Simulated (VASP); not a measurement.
Na3BiH6, 10 atoms in the cell. It takes space group Im-3m (No. 229, cubic). Conventional cell: a = 8.300 Å, b = 8.300 Å, c = 8.300 Å, α = 90.00°, β = 90.00°, γ = 90.00°. Within 2.7 Å of Na (site symmetry 4/mmm) lie 2 H at 2.04 Å. Bi (site symmetry m-3m) has 6 H at 2.11 Å within 2.8 Å. Within 2.7 Å of H (site symmetry 4mm) lie 1 Na at 2.04 Å and 1 Bi at 2.11 Å. 

| Item | Value |
| --- | --- |
| Program | VASP 6.6.1 |
| Task | single point |
| Functional | PBE |
| Potentials or basis | VASP PAW PBE potentials, release 64 (Na_pv, Bi_d, H) |
| Cutoff | 520 eV |
| k mesh | 4 × 4 × 4 |
| Occupations | gaussian, width 0.1 eV |
| Spin | no spin polarisation |
| Dipole correction | no |
| Further INCAR settings | ALGO = Normal; EDIFF = 1e-07; NBANDS = 32 |

Potentials or basis: VASP PAW PBE potentials, release 64 (Na_pv, Bi_d, H).

The run is started by

```sh
$ cat potpaw_PBE.64/Na_pv/POTCAR potpaw_PBE.64/Bi_d/POTCAR potpaw_PBE.64/H/POTCAR > POTCAR
$ mpirun -np 1 vasp_std > vasp.out
```

Hardware: 1 thread of AMD EPYC 9755 128-Core Processor, on a shared host.

Problem. How long does it take, and how much memory?

Solution. Run time: 110 s on 1 thread of AMD EPYC 9755 128-Core Processor, on a shared host, peak memory 0.39 GiB. Counts: scf iterations 15, k points 8.
